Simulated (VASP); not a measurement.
Input of a VASP 6.6.1 run:

INCAR

```
SYSTEM = BeS
PREC     = Accurate       ! precision mode
ENCUT    = 600            ! plane-wave cutoff, eV
EDIFF    = 1E-6           ! SCF threshold, eV
ISMEAR   = 0              ! smearing method
SIGMA    = 0.02           ! smearing width, eV
LREAL    = .False.        ! projectors in reciprocal space
LASPH    = .True.         ! aspherical terms in the spheres
NELM     = 120            ! most SCF steps
ALGO     = Normal         ! electronic algorithm
ISIF     = 2              ! what is computed and relaxed
LWAVE    = .False.        ! write WAVECAR
LCHARG   = .False.        ! write CHGCAR
GGA      = PE             ! functional
NBANDS   = 11             ! bands
GGA_COMPAT= .False.
```

File KPOINTS:

```
Automatic mesh
0
Gamma
  8 8 8
  0 0 0
```

The input POSCAR:

```
BeS
1.0
    0.0000000000      2.4378857539      2.4378857539
    2.4378857539      0.0000000000      2.4378857539
    2.4378857539      2.4378857539      0.0000000000
Be S
1 1
Direct
    0.0000000000      0.0000000000      0.0000000000
    0.2500000000      0.2500000000      0.2500000000
```

Potentials or basis: VASP PAW PBE potentials, release 64 (Be, S).

Run with:

```bash
$ cat potpaw_PBE.64/Be/POTCAR potpaw_PBE.64/S/POTCAR > POTCAR
$ mpirun -np 1 vasp_std > vasp.out
```

Q: Predict the pressure.

A: 0.1 GPa.

Q: Predict the band gap on the k mesh.

A: 3.15 eV, indirect (least direct gap 5.68 eV).

A k mesh can miss the band edges. A hybrid or GW would open this gap; PBE tends to underestimate it.
